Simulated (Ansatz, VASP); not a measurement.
## KTaO3 in VASP and in Ansatz

```
K Ta O
1.0
     3.96602    0.00000    0.00000
     0.00000    3.96602    0.00000
     0.00000    0.00000    3.80976
K Ta O
1 1 3
Cartesian
  1.9830 1.9830 1.9049
  0.0000 0.0000 0.0000
  1.9830 0.0000 0.0000
  0.0000 1.9830 0.0000
  0.0000 0.0000 1.9049
```

Alike in both runs: task single point; functional PBEsol; k mesh 8 × 8 × 8; occupations gaussian, width 0.05 eV; no spin polarisation.

|  | VASP | Ansatz |
| --- | --- | --- |
| version | VASP 6.6.1 | Ansatz 0.2.0 |
| potentials or method | VASP PAW PBE potentials, release 64 (K_sv, Ta_pv, O), cutoff 520 eV | scalar-relativistic, plane waves, PAW |
| valence electrons in the cell | 38 | 40 |

VASP gave:

| Quantity | Value |
| --- | --- |
| gap on the k mesh at the Fermi level (eV) | 2.12 |
| least direct gap on the mesh (eV) | 2.68 |
| pressure (GPa) | 14.3 |
| traceless stress, the component that is largest in VASP (GPa) | 13.47 |

Task: Which values does Ansatz return?

Result: gap on the k mesh at the Fermi level (eV): 2.17; least direct gap on the mesh (eV): 2.72; pressure (GPa): 13.3; traceless stress, the component that is largest in VASP (GPa): 13.20.

VASP's potentials were made for PBE, not for PBEsol. VASP's potentials hold 38 valence electrons a cell and Ansatz's 40, so a difference there can come from the potentials and not from the codes.

Spin-orbit coupling is off throughout.
